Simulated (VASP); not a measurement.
# AlSi4NO8 in VASP: notebook

Runs on AlSi4NO8. Level: PBE. Tasks: single point.

Everything below comes from runs of VASP 6.6.1. Logs are shortened: lines on timing, memory, paths and dates and some standing lists are left out, and cuts for length are marked.

## (1) The cell of the first run

The cell holds an amorphous packing of atoms, 14 atoms: a = 5.758 Å, b = 5.906 Å, c = 5.975 Å, α = 91.49°, β = 89.29°, γ = 92.14°.

## (2) Single point, PBE

INCAR

```
PREC = Accurate
ENCUT = 520
EDIFF = 1E-6
ISMEAR = -1
SIGMA = 0.05
LREAL = False
LASPH = True
NELM = 80
ALGO = Normal
ISIF = 2
LWAVE = False
LCHARG = False
GGA = PE
ISYM = 0
NBANDS = 49
```

KPOINTS

```
Automatic mesh
0
Gamma
  1 1 1
  0.25 0.25 0.25
```

POSCAR

```
AlSi4NO8
1.0
    5.7572110000     -0.1084800000      0.0355500000
   -0.1084800000      5.9047110000     -0.0767980000
    0.0355500000     -0.0767980000      5.9747940000
Si O Al N
4 8 1 1
Direct
    0.2213588131      0.4718025914      0.3884599519
    0.6034050952      0.3927052211      0.0198371566
    0.1172789493      0.1457472387      0.0335022144
    0.3899552923      0.7771890236      0.7562466006
    0.1858767740      0.8827957443      0.9261286713
    0.6252857979      0.6132979715      0.8569139200
    1.0012297203      0.6366671515      0.3082389196
    0.3673181416      0.2584989048      0.9236263274
    0.1427675989      0.2105055067      0.3107861148
    0.8536638952      0.2501634482      0.9668794106
    0.5521987232      0.8966970556      0.5683019157
    0.2233993029      0.5707429573      0.6434394345
    0.7207905477      0.6761261853      0.4423600269
    0.5241955497      0.4804805816      0.2881617000
```

Potentials or basis: VASP PAW PBE potentials, release 64 (Si, O, Al, N).

Run with:

```
$ cat potpaw_PBE.64/Si/POTCAR potpaw_PBE.64/O/POTCAR potpaw_PBE.64/Al/POTCAR potpaw_PBE.64/N/POTCAR > POTCAR
$ mpirun -np 1 vasp_std > vasp.out
```

OUTCAR:

```text
PREC = Accurate
   ENCUT = 520
   EDIFF = 1E-6
   ISMEAR = -1
   LREAL = False
   LASPH = True
   NELM = 80
   ISIF = 2
   GGA = PE
   ISYM = 0

 ion  position               nearest neighbor table
   1  0.221  0.472  0.388-  12 1.62   9 1.65   7 1.71  14 1.84   3 2.88   4 2.96  13 3.09   2 3.13
                            13 3.18
   2  0.603  0.393  0.020-   6 1.65   8 1.65  10 1.72  14 1.73  13 3.06   4 3.10   3 3.11   1 3.13

   3  0.117  0.146  0.034-   8 1.70   9 1.70  10 1.71   5 1.72   1 2.88   2 3.11
   4  0.390  0.777  0.756-  11 1.61  12 1.66   5 1.67   6 1.81  13 2.73   1 2.96   2 3.10
   5  0.186  0.883  0.926-   4 1.67   3 1.72
   6  0.625  0.613  0.857-   2 1.65   4 1.81  13 2.56
   7  0.001  0.637  0.308-   1 1.71  13 1.81
   8  0.367  0.258  0.924-   2 1.65   3 1.70
   9  0.143  0.211  0.311-   1 1.65   3 1.70
  10  0.854  0.250  0.967-   3 1.71   2 1.72
  11  0.552  0.897  0.568-   4 1.61  13 1.80
  12  0.223  0.571  0.643-   1 1.62   4 1.66
  13  0.721  0.676  0.442-  11 1.80   7 1.81  14 1.83   6 2.56   4 2.73   2 3.06   1 3.09   1 3.18

  14  0.524  0.480  0.288-   2 1.73  13 1.83   1 1.84

IMPORTANT INFORMATION: All symmetrisations will be switched off!
NOSYMM: (Re-)initialisation of all symmetry stuff for point group C_1.

----------------------------------------------------------------------------------------

                                     Primitive cell

  volume of cell :     203.0000

  direct lattice vectors                    reciprocal lattice vectors
     5.757211000 -0.108480000  0.035550000     0.173761254  0.003179387 -0.000993012
    -0.108480000  5.904711000 -0.076798000     0.003179387  0.169442791  0.002159044
     0.035550000 -0.076798000  5.974794000    -0.000993012  0.002159044  0.167403447

  length of vectors
     5.758342662  5.906206721  5.975393299     0.173793176  0.169486369  0.167420314

  position of ions in fractional coordinates (direct lattice)
     0.221358813  0.471802591  0.388459952
     0.603405095  0.392705221  0.019837157
     0.117278949  0.145747239  0.033502214
     0.389955292  0.777189024  0.756246601
     0.185876774  0.882795744  0.926128671
     0.625285798  0.613297972  0.856913920
     0.001229720  0.636667151  0.308238920
     0.367318142  0.258498905  0.923626327
     0.142767599  0.210505507  0.310786115
     0.853663895  0.250163448  0.966879411
     0.552198723  0.896697056  0.568301916
     0.223399303  0.570742957  0.643439435
     0.720790548  0.676126185  0.442360027
     0.524195550  0.480480582  0.288161700

  ion indices of the primitive-cell ions
   primitive index   ion index
                 1           1
                 2           2
[... 76 lines left out ...]
   EFERMI_NEDOS =   21; number of points for ismear=-14 and -15
   IALGO  =     38    algorithm
   IMIX   =      4    mixing-type and parameters
     AMIX     =   0.40;   BMIX     =  1.00
     AMIX_MAG =   1.60;   BMIX_MAG =  1.00
  volume/ion in A,a.u.               =      14.50        97.85
  Fermi-wavevector in a.u.,A,eV,Ry     =   1.158832  2.189874 18.271136  1.342891
  Thomas-Fermi vector in A             =   2.295430
   LORBIT       =      0    0 simple, 1 ext, 2 COOP (PROOUT), +10 PAW based schemes
   GGA     = PE    functional components
   LHFCALC =     F    Hartree Fock is set to
   AEXX    =    0.0000 exact exchange contribution
   IVDW    =     0    specifies the selected vdW correction
   LEPSILON=     F    determine dielectric tensor
   LRPA    =     F    only Hartree local field effects (RPA)
 non-spin polarized calculation
  energy-cutoff  :      520.00
  volume of cell :      203.00
 maximum number of plane-waves:      5470
 NGX is ok and might be reduce to    42
   NGX = 21   NGY = 21   NGZ = 23

 number of electron      71.9999994 magnetization

 Free energy of the ion-electron system (eV)
  ---------------------------------------------------
  ext. energy  EPLUGINS =         0.00000000
  ---------------------------------------------------
  free energy    TOTEN  =      -104.82346299 eV

  energy without entropy =     -104.82346299  energy(sigma->0) =     -104.82346299

 E-fermi :   2.3960     XC(G=0):  -8.6191

 val. band max:        1.1925237488   @ k =   0.2500   0.2500   0.2500
 cond. band min:       5.4065853390   @ k =   0.2500   0.2500   0.2500
 fundamental gap:      4.2140615902
 Fermi energy:         2.3959584144

 k-point     1 :       0.2500    0.2500    0.2500
  band No.  band energies     occupation
      1     -18.1649      2.00000
      2     -17.8785      2.00000
      3     -17.2575      2.00000
      4     -16.8557      2.00000
      5     -16.7540      2.00000
      6     -16.5270      2.00000
[... 40 lines left out ...]
     47      10.0813      0.00000
     48      10.3229      0.00000
 [bands above 48 left out]

------------------------ aborting loop because EDIFF is reached ----------------------------------------

  FORCE on cell =-STRESS in cart. coord.  units (eV):
  Direction    XX          YY          ZZ          XY          YZ          ZX
  --------------------------------------------------------------------------------------
  -------------------------------------------------------------------------------------
  Total      -23.9984070     -3.7811990     -2.4102888     13.2084965     -5.6274385      7.0130672
  in kB     -189.4074107    -29.8431101    -19.0232023    104.2480493    -44.4145540     55.3506283
  external PRESSURE =     -79.4245743 kB  Pullay stress =       0.0000000 kB

 VOLUME and BASIS-vectors are now :
 -----------------------------------------------------------------------------
  energy-cutoff  :      520.00
  volume of cell :      203.00
      direct lattice vectors                 reciprocal lattice vectors
     5.757211000 -0.108480000  0.035550000     0.173761254  0.003179387 -0.000993012
    -0.108480000  5.904711000 -0.076798000     0.003179387  0.169442791  0.002159044
     0.035550000 -0.076798000  5.974794000    -0.000993012  0.002159044  0.167403447

 POSITION                                       TOTAL-FORCE (eV/Angst)
 -----------------------------------------------------------------------------------
      1.23704      2.73201      2.29260         0.502538      1.180211     -1.486845
      3.43204      2.25183      0.10981         0.234512     -0.226802      0.278979
      0.66058      0.84530      0.19314         0.839212      0.423721     -0.266249
      2.18763      4.48870      4.47259         0.030589     -1.831330      1.052496
      1.00729      5.12136      5.47224        -0.232059      1.013308      0.386131
      3.56383      3.48771      5.09501        -0.885392      1.511082     -0.853849
     -0.05103      3.73553      1.79281        -0.569667     -0.289922      0.630946
      2.11952      1.41558      5.51168        -0.654330     -0.248908      0.416184
      0.81016      1.20362      1.84579        -0.632410     -1.083781     -0.861957
      4.92196      1.31028      5.78804         0.652613     -0.789797      0.555726
      3.10205      5.19119      3.34625         0.461772      0.189511     -0.497629
      1.24712      3.29642      3.80853         0.467441     -0.225576      0.728992
      4.09212      3.88017      2.61671         0.895060     -0.157656     -0.545115
      2.97603      2.75810      1.70344        -1.109880      0.535940      0.462190
 -----------------------------------------------------------------------------------
    total drift:                               -0.000676     -0.001630      0.000114

  FREE ENERGIE OF THE ION-ELECTRON SYSTEM (eV)
  ---------------------------------------------------
  free  energy   TOTEN  =      -104.8234629930 eV

  energy  without entropy=     -104.8234629929  energy(sigma->0) =     -104.82346299
```

OSZICAR:

```text
N       E                     dE             d eps       ncg     rms          rms(c)
DAV:   1     0.437455727710E+03    0.43746E+03   -0.36273E+04    98   0.133E+03
DAV:   2    -0.814846336603E+02   -0.51894E+03   -0.50591E+03   115   0.305E+02
DAV:   3    -0.119919404471E+03   -0.38435E+02   -0.38193E+02   116   0.888E+01
DAV:   4    -0.120528813200E+03   -0.60941E+00   -0.60792E+00   124   0.120E+01
DAV:   5    -0.120539801582E+03   -0.10988E-01   -0.10981E-01   124   0.153E+00    0.276E+01
DAV:   6    -0.104988452338E+03    0.15551E+02   -0.62520E+01   108   0.332E+01    0.127E+01
DAV:   7    -0.104875809336E+03    0.11264E+00   -0.17348E+00   124   0.653E+00    0.522E+00
DAV:   8    -0.104810109538E+03    0.65700E-01   -0.20214E-01   124   0.266E+00    0.203E+00
DAV:   9    -0.104817335955E+03   -0.72264E-02   -0.57954E-02   124   0.144E+00    0.418E-01
DAV:  10    -0.104821153847E+03   -0.38179E-02   -0.63199E-03   116   0.454E-01    0.263E-01
DAV:  11    -0.104822957423E+03   -0.18036E-02   -0.25761E-03   124   0.311E-01    0.106E-01
DAV:  12    -0.104823362517E+03   -0.40509E-03   -0.43838E-04   116   0.132E-01    0.294E-02
DAV:  13    -0.104823453069E+03   -0.90552E-04   -0.19855E-04   116   0.719E-02    0.202E-02
DAV:  14    -0.104823458825E+03   -0.57561E-05   -0.17993E-05   132   0.347E-02    0.954E-03
DAV:  15    -0.104823462769E+03   -0.39437E-05   -0.10003E-05   108   0.178E-02    0.512E-03
DAV:  16    -0.104823462993E+03   -0.22445E-06   -0.11223E-06    92   0.795E-03
   1 F= -.10482346E+03 E0= -.10482346E+03  d E =-.887329E-10
```

stdout:

```text
POSCAR found type information on POSCAR SiO AlN
 POSCAR found :  4 types and      14 ions
 scaLAPACK will be used
 LDA part: xc-table for (Slater+PW92), standard interpolation
 POSCAR, INCAR and KPOINTS ok, starting setup
 FFT: planning ... GRIDC
 FFT: planning ... GRID_SOFT
 FFT: planning ... GRID
 WAVECAR not read
 entering main loop
```

Run time: 38 s. Hardware: 1 thread of Intel Xeon 8259CL, shared host; peak memory 0.32 GiB.

What came out:

```
Free energy            : -104.8235 eV
Pressure               : -7.9 GPa
Largest force          : 2.112 eV/Å
Band gap on the k mesh : 4.21 eV
```

Forces on the atoms (eV/Å):
```
Si   0.503  1.180 -1.487
Si   0.235 -0.227  0.279
Si   0.839  0.424 -0.266
Si   0.031 -1.831  1.052
O   -0.232  1.013  0.386
O   -0.885  1.511 -0.854
O   -0.570 -0.290  0.631
O   -0.654 -0.249  0.416
O   -0.632 -1.084 -0.862
O    0.653 -0.790  0.556
O    0.462  0.190 -0.498
O    0.467 -0.226  0.729
Al   0.895 -0.158 -0.545
N   -1.110  0.536  0.462
```

Stress tensor (GPa, compression positive):
```
-18.94  10.42   5.54
 10.42  -2.98  -4.44
  5.54  -4.44  -1.90
```

Caveat: the k points lie up to 1.09 Å⁻¹ apart.

## (3) Single point, PBE

INCAR

```
SYSTEM = AlSi4NO8
ALGO = Normal
EDIFF = 1E-6
ENCUT = 520
GGA = PE
ISIF = 2
ISMEAR = -1
ISYM = 0
LASPH = .TRUE.
LCHARG = .FALSE.
LREAL = .FALSE.
LWAVE = .FALSE.
NBANDS = 49
NELM = 60
PREC = Accurate
SIGMA = 0.05
```

KPOINTS is that of step 2.

POSCAR

```
AlSi4NO8
1.0
    5.7572110000     -0.1084800000      0.0355500000
   -0.1084800000      5.9047110000     -0.0767980000
    0.0355500000     -0.0767980000      5.9747940000
Si O Al N
4 8 1 1
Direct
    0.2276475646      0.4875809737      0.3973479877
    0.6070080052      0.3907104313      0.0210155606
    0.1263721671      0.1523275317      0.0397822786
    0.3791408749      0.7603304406      0.7792301122
    0.1940221290      0.8816214466      0.9540916854
    0.6200423613      0.6273973599      0.8673519717
    0.9896719806      0.6428763616      0.3307964726
    0.3727178938      0.2505160000      0.9402086510
    0.1311737955      0.2336528980      0.3055822254
    0.8675280452      0.2591143362      0.9716376566
    0.5364864542      0.9043085793      0.5897518805
    0.2243362191      0.5600936530      0.6616599534
    0.7212010501      0.6987763269      0.4398210092
    0.5095377159      0.4889078089      0.3021259103
```

Potentials or basis: VASP PAW PBE potentials, release 64 (Si, O, Al, N).

Run with:

```
$ cat potpaw_PBE.64/Si/POTCAR potpaw_PBE.64/O/POTCAR potpaw_PBE.64/Al/POTCAR potpaw_PBE.64/N/POTCAR > POTCAR
$ mpirun -np 1 vasp_std > vasp.out
```

OUTCAR:

```text
SYSTEM = AlSi4NO8
   EDIFF = 1E-6
   ENCUT = 520
   GGA = PE
   ISIF = 2
   ISMEAR = -1
   ISYM = 0
   LASPH = .TRUE.
   LREAL = .FALSE.
   NELM = 60
   PREC = Accurate

 ion  position               nearest neighbor table
   1  0.228  0.488  0.397-  12 1.63   9 1.66  14 1.71   7 1.73   4 2.88   3 2.92  13 3.07  13 3.22

   2  0.607  0.391  0.021-   8 1.63   6 1.69  10 1.73  14 1.85   4 3.00   3 3.06  13 3.12
   3  0.126  0.152  0.040-   8 1.62   9 1.65  10 1.70   5 1.72   1 2.92   2 3.06   4 3.15
   4  0.379  0.760  0.779-  12 1.61   5 1.65  11 1.67   6 1.71  13 2.84   1 2.88   2 3.00   3 3.15

   5  0.194  0.882  0.954-   4 1.65   3 1.72
   6  0.620  0.627  0.867-   2 1.69   4 1.71  13 2.65
   7  0.990  0.643  0.331-  13 1.71   1 1.73
   8  0.373  0.251  0.940-   3 1.62   2 1.63
   9  0.131  0.234  0.306-   3 1.65   1 1.66
  10  0.868  0.259  0.972-   3 1.70   2 1.73
  11  0.536  0.904  0.590-   4 1.67  13 1.85
  12  0.224  0.560  0.662-   4 1.61   1 1.63
[... 207 lines left out ...]

------------------------ aborting loop because EDIFF is reached ----------------------------------------

  FORCE on cell =-STRESS in cart. coord.  units (eV):
  Direction    XX          YY          ZZ          XY          YZ          ZX
  --------------------------------------------------------------------------------------
  -------------------------------------------------------------------------------------
  Total      -17.9666918     -4.2990202     -1.4689603     13.7936987     -6.5397544      8.0485965
  in kB     -141.8021026    -33.9300137    -11.5937680    108.8667576    -51.6150069     63.5235425
  external PRESSURE =     -62.4419614 kB  Pullay stress =       0.0000000 kB

 VOLUME and BASIS-vectors are now :
 -----------------------------------------------------------------------------
  energy-cutoff  :      520.00
  volume of cell :      203.00
      direct lattice vectors                 reciprocal lattice vectors
     5.757211000 -0.108480000  0.035550000     0.173761254  0.003179387 -0.000993012
    -0.108480000  5.904711000 -0.076798000     0.003179387  0.169442791  0.002159044
     0.035550000 -0.076798000  5.974794000    -0.000993012  0.002159044  0.167403447

 POSITION                                       TOTAL-FORCE (eV/Angst)
 -----------------------------------------------------------------------------------
      1.27185      2.82381      2.34472        -1.594542      0.165637     -1.114013
      3.45304      2.23957      0.11714         0.511185      1.042361      1.315061
      0.71244      0.88269      0.23049        -0.320177     -0.483107      0.288723
      2.12801      4.38856      4.61083         1.716973      1.050865     -0.277369
      1.05531      5.11140      5.63969        -0.805270      0.830938      0.284845
      3.53249      3.57073      5.15611        -0.258802     -0.864737      0.792116
      5.63977      3.66324      1.96225         1.010308     -0.000988      0.202717
      2.15206      1.36659      5.61156         0.827834      0.567761     -0.749911
      0.74071      1.34195      1.81251        -0.149054     -1.100827      0.419540
      5.00098      1.36127      5.81628        -0.792466     -0.305812      0.072379
      3.01153      5.23619      3.47327         0.178131     -0.815520     -0.454618
      1.25431      3.23204      3.91824        -0.521020     -0.873196      0.052420
      4.09194      4.01406      2.59981        -1.498998     -0.058781      0.419464
      2.89122      2.80838      1.78571         1.695899      0.845404     -1.251354
 -----------------------------------------------------------------------------------
    total drift:                                0.000065     -0.001617      0.000769

  FREE ENERGIE OF THE ION-ELECTRON SYSTEM (eV)
  ---------------------------------------------------
  free  energy   TOTEN  =      -104.7581826674 eV

  energy  without entropy=     -104.7581826673  energy(sigma->0) =     -104.75818267
```

OSZICAR:

```text
N       E                     dE             d eps       ncg     rms          rms(c)
DAV:   1     0.437197016022E+03    0.43720E+03   -0.36400E+04    98   0.133E+03
DAV:   2    -0.832394247699E+02   -0.52044E+03   -0.50832E+03   115   0.306E+02
DAV:   3    -0.120162061763E+03   -0.36923E+02   -0.36673E+02   116   0.877E+01
DAV:   4    -0.120740462097E+03   -0.57840E+00   -0.57692E+00   124   0.118E+01
DAV:   5    -0.120750649392E+03   -0.10187E-01   -0.10179E-01   124   0.149E+00    0.281E+01
DAV:   6    -0.104937274025E+03    0.15813E+02   -0.62586E+01   108   0.335E+01    0.129E+01
DAV:   7    -0.104811848280E+03    0.12543E+00   -0.16917E+00   124   0.647E+00    0.525E+00
DAV:   8    -0.104744493330E+03    0.67355E-01   -0.20267E-01   124   0.264E+00    0.205E+00
DAV:   9    -0.104751770515E+03   -0.72772E-02   -0.60066E-02   124   0.150E+00    0.432E-01
DAV:  10    -0.104755652983E+03   -0.38825E-02   -0.62522E-03   116   0.449E-01    0.278E-01
DAV:  11    -0.104757793169E+03   -0.21402E-02   -0.37451E-03   100   0.363E-01    0.101E-01
DAV:  12    -0.104758056145E+03   -0.26298E-03   -0.53972E-04   124   0.157E-01    0.345E-02
DAV:  13    -0.104758166385E+03   -0.11024E-03   -0.28091E-04   100   0.875E-02    0.220E-02
DAV:  14    -0.104758177063E+03   -0.10678E-04   -0.39291E-05   132   0.464E-02    0.109E-02
DAV:  15    -0.104758182108E+03   -0.50445E-05   -0.11712E-05   100   0.192E-02    0.481E-03
DAV:  16    -0.104758182667E+03   -0.55972E-06   -0.10892E-06    92   0.681E-03
   1 F= -.10475818E+03 E0= -.10475818E+03  d E =-.344362E-10
```

stdout:

```text
POSCAR found type information on POSCAR SiO AlN
 POSCAR found :  4 types and      14 ions
 scaLAPACK will be used
 LDA part: xc-table for (Slater+PW92), standard interpolation
 POSCAR, INCAR and KPOINTS ok, starting setup
 FFT: planning ... GRIDC
 FFT: planning ... GRID_SOFT
 FFT: planning ... GRID
 WAVECAR not read
 entering main loop
```

Run time: 35 s. Hardware: 1 thread of Intel Xeon 8259CL, shared host; peak memory 0.32 GiB.

Results:

- Free energy: -104.7582 eV
- Pressure: -6.2 GPa
- Largest force: 2.271 eV/Å
- Band gap on the k mesh: 4.23 eV

Forces on the atoms (eV/Å):
```
Si  -1.595  0.166 -1.114
Si   0.511  1.042  1.315
Si  -0.320 -0.483  0.289
Si   1.717  1.051 -0.277
O   -0.805  0.831  0.285
O   -0.259 -0.865  0.792
O    1.010 -0.001  0.203
O    0.828  0.568 -0.750
O   -0.149 -1.101  0.420
O   -0.792 -0.306  0.072
O    0.178 -0.816 -0.455
O   -0.521 -0.873  0.052
Al  -1.499 -0.059  0.419
N    1.696  0.845 -1.251
```

Caveat: the k points lie up to 1.09 Å⁻¹ apart.

(Continued in part 2 of 2.)
